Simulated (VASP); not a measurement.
AlNi: single point with PBEsol

The system is AlNi.

```xyz
2
Lattice="1.9387 -1.9532 0.0000 1.9387 1.9532 0.0000 0.0000 0.0000 3.0994" Properties=species:S:1:pos:R:3 pbc="T T T"
Al    0.0000    0.0000    0.0000
Ni    1.9387    0.0000    1.5497
```

```yaml
Program: VASP 6.6.1
Task: single point
Functional: PBEsol
Potentials_or_basis: VASP PAW PBE potentials, release 64 (Al, Ni_sv_GW)
Cutoff: 690 eV
k_mesh: 1 × 1 × 1
Occupations: gaussian, width 0.1 eV
Spin: no spin polarisation
```

```json
{"Pressure": "-2.3 GPa", "Band gap on the k mesh": "zero (an odd number of electrons rules out a gap without spin polarisation)"}
```

Stress tensor (GPa, compression positive):
```
-63.05   0.00   0.00
  0.00 -62.53   0.00
  0.00   0.00 118.54
```

Levels at points of the mesh, in eV from the Fermi level:
```csv
k point,band 9,band 10,band 11,band 12,band 13,band 14
"(0.00, 0.00, 0.00)",-2.22,-1.69,0.00,4.02,4.07,4.92
```

It took 8.8 s on 1 thread of Intel(R) Xeon(R) Platinum 8375C CPU @ 2.90GHz (Ice Lake), on a shared host, peak memory 0.15 GiB.

Caveat: the k points lie up to 2.28 Å⁻¹ apart, too coarse for converged energies and pressures of a metal; the PAW data sets were made with another functional, which shifts forces and pressure a little. Spin polarisation is off, so any magnetic state and its effect on volume and gap are missing.
